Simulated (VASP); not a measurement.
Here is a VASP 6.6.1 calculation.

Contents of INCAR:

```
PREC = Accurate
ENCUT = 520
EDIFF = 1E-7
ISMEAR = 0
SIGMA = 0.1
LREAL = F
LASPH = T
NELM = 100
ALGO = Normal
ISIF = 2
LWAVE = F
LCHARG = F
GGA = PS
NBANDS = 32
```

Contents of KPOINTS:

```
Automatic mesh
0
Gamma
  6 6 4
```

File POSCAR:

```
Zn
1.0
    2.2336560464     -2.4576137302      0.0000000000
    2.2336560464      2.4576137302      0.0000000000
    0.0000000000      0.0000000000      5.2581920797
Zn
4
Direct
    0.2500004709      0.7499995291      0.1249951643
    0.7500004709      0.2499995291      0.3750048357
    0.7499995291      0.2500004709      0.8750048357
    0.2499995291      0.7500004709      0.6249951643
```

Potentials or basis: VASP PAW PBE potentials, release 64 (Zn).

Run with:

```console
$ cat potpaw_PBE.64/Zn/POTCAR > POTCAR
$ mpirun -np 1 vasp_std > vasp.out
```

Estimate the pressure.

0.4 GPa.

What does it give for the band gap on the k mesh?

Zero (bands 24 and 25 overlap by 3.72 eV).

Stress tensor (GPa, compression positive):
```
0.35 0.00 0.00
0.00 0.25 0.00
0.00 0.00 0.54
```

Caveat: the PAW data sets were made with another functional, which shifts forces and pressure a little.
